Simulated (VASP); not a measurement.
Here is a VASP 6.6.1 calculation.

Contents of INCAR:

```
  PREC = Accurate
  ENCUT = 520
  EDIFF = 1E-6
  ISMEAR = 1
  SIGMA = 0.01
  LREAL = F
  LASPH = T
  NELM = 60
  ALGO = Normal
  ISIF = 2
  LWAVE = F
  LCHARG = F
  GGA = PE
  NBANDS = 15
```

The input KPOINTS:

```
Automatic mesh
0
Gamma
  9 9 5
```

Contents of POSCAR:

```
CO2
1.0
    2.3439573406      0.0000000000      0.0000000000
   -1.1719786703      2.0299266024      0.0000000000
    0.0000000000      0.0000000000      4.3112601369
C O
1 2
Direct
    0.0000000000      0.0000000000      0.0000000000
    0.3333333333      0.6666666667      0.2032364919
    0.6666666667      0.3333333333      0.7967635081
```

Potentials or basis: VASP PAW PBE potentials, release 64 (C, O).

Launch:

```sh
$ cat potpaw_PBE.64/C/POTCAR potpaw_PBE.64/O/POTCAR > POTCAR
$ mpirun -np 1 vasp_std > vasp.out
```

Q: Predict the pressure.

A: 10.9 GPa.

Q: What does it give for the band gap on the k mesh?

A: 4.73 eV (least direct gap 5.20 eV).

Stress tensor (GPa, compression positive):
```
11.35  0.00  0.00
 0.00 11.35  0.00
 0.00  0.00 10.08
```

Caveat: the cell stands under pressure; an odd mesh through Γ misses points on the zone boundary, where band edges can lie.
